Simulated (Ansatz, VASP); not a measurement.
# Two plane-wave programs on Nb2SnTe3

```xyz
6
Lattice="4.6019 0.0000 0.0000 -2.3010 3.9854 0.0000 0.0000 0.0000 9.4405" Properties=species:S:1:pos:R:3 pbc="T T T"
Nb    0.0000    2.6569    4.7203
Nb    2.3010    1.3285    4.7203
Sn    0.0000    0.0000    0.0000
Te    0.0000    0.0000    7.2167
Te    0.0000    0.0000    2.2238
Te    0.0000    0.0000    4.7203
```

Alike in both runs: task single point; functional PBE; k mesh 6 × 6 × 2; occupations gaussian, width 0.1 eV; no spin polarisation.

|  | VASP | Ansatz |
| --- | --- | --- |
| version | VASP 6.6.1 | Ansatz 0.2.0 |
| potentials or method | VASP PAW PBE potentials, release 64 (Nb_sv, Sn_d, Te), cutoff 520 eV | scalar-relativistic, plane waves, PAW |
| valence electrons in the cell | 58 | 88 |

|  | VASP | Ansatz | Ansatz less VASP |
| --- | --- | --- | --- |
| gap on the k mesh at the Fermi level (eV) | none | none | - |
| rms of the force components (eV/Å) | 1.221 | 1.279 | +0.0578 |

Atom by atom the forces differ by 0.058 eV/Å (rms over components). A gap of «none» marks a metal or a gap that the smearing closes. VASP's potentials hold 58 valence electrons a cell and Ansatz's 88, so a difference there can come from the potentials and not from the codes.

Neither program's run includes spin-orbit coupling.
